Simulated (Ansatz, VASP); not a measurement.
SiC: VASP beside Ansatz

Contents of INCAR:

```
ALGO     = Normal         # electronic algorithm
EDIFF    = 1E-7           # SCF threshold, eV
ENCUT    = 520            # plane-wave cutoff, eV
GGA      = PE             # functional
ISIF     = 2              # what is computed and relaxed
ISMEAR   = 0              # smearing method
LASPH    = T              # aspherical terms in the spheres
LCHARG   = F              # write CHGCAR
LREAL    = F              # projectors in reciprocal space
LWAVE    = F              # write WAVECAR
NBANDS   = 11             # bands
NELM     = 100            # most SCF steps
PREC     = Accurate       # precision mode
SIGMA    = 0.05           # smearing width, eV
```

File KPOINTS:

```
k-points
0
Gamma
  12 12 12
```

File POSCAR:

```
SiC
1.0
    0.0000000000      2.1220915081      2.1220915081
    2.1220915081      0.0000000000      2.1220915081
    2.1997600573      2.1997600573     -0.0776685492
Si C
1 1
Direct
    0.0000000000      0.0000000000      0.0000000000
    0.7500000000      0.7500000000      0.7500000000
```

Input for Ansatz:

```yaml
crystal:
  lattice:
    - [0.0, 2.1220915081, 2.1220915081]
    - [2.1220915081, 0.0, 2.1220915081]
    - [2.1997600573, 2.1997600573, -0.0776685492]
  atoms:
    - { symbol: Si, position: [0.0, 0.0, 0.0] }
    - { symbol: C, position: [0.75, 0.75, 0.75] }
basis:
  ecutwfc: 520.0
kpoints:
  mp_grid: { grid: [12, 12, 12] }
hamiltonian:
  xc: pbe
  pseudopotentials: { kind: paw, azcp: { folder: soft_1 } }
scf:
  occupations: { method: gaussian, width: 0.05 }
output:
  forces: true
  stress: true
  eigenvalues: true
```

Alike in both runs: task single point; functional PBE; k mesh 12 × 12 × 12; occupations gaussian, width 0.05 eV; no spin polarisation.

|  | VASP | Ansatz |
| --- | --- | --- |
| version | VASP 6.6.1 | Ansatz 0.2.0 |
| potentials or method | VASP PAW PBE potentials, release 64 (Si, C), cutoff 520 eV | scalar-relativistic, plane waves, PAW |
| valence electrons in the cell | 8 | 8 |

```csv
,VASP,Ansatz,Ansatz less VASP
gap on the k mesh at the Fermi level (eV),1.17,1.17,+0.005
least direct gap on the mesh (eV),4.24,4.25,+0.011
pressure (GPa),10.2,10.3,+0.08
"traceless stress, the component that is largest in VASP (GPa)",-10.08,-10.04,+0.037
rms of the force components (eV/Å),0.267,0.268,+0.0010
```

Atom by atom the forces differ by 0.001 eV/Å (rms over components). With one functional, cell and mesh, what is left measures potentials, basis and numerics.
